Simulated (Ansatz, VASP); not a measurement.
# One calculation of BAs, two programs

```
B As
1.0
     0.00000    2.38262    2.38262
     2.38262    0.00000    2.38262
     2.38262    2.38262    0.00000
B As
1 1
Cartesian
  0.0000 0.0000 0.0000
  3.5739 3.5739 3.5739
```

Alike in both runs: task single point; functional PBE; dispersion D3(BJ); k mesh 8 × 8 × 8; occupations gaussian, width 0.05 eV; no spin polarisation.

```csv
,VASP,Ansatz
version,VASP 6.6.1,Ansatz 0.2.0
potentials or method,"VASP PAW PBE potentials, release 64 (B, As), cutoff 500 eV","scalar-relativistic, plane waves, PAW"
valence electrons in the cell,8,18
```

|  | VASP | Ansatz | Ansatz less VASP |
| --- | --- | --- | --- |
| gap on the k mesh at the Fermi level (eV) | 1.18 | 1.19 | +0.009 |
| least direct gap on the mesh (eV) | 3.29 | 3.29 | +0.005 |
| pressure (GPa) | 0.6 | -0.1 | -0.69 |

VASP's potentials hold 8 valence electrons a cell and Ansatz's 18, so a difference there can come from the potentials and not from the codes.
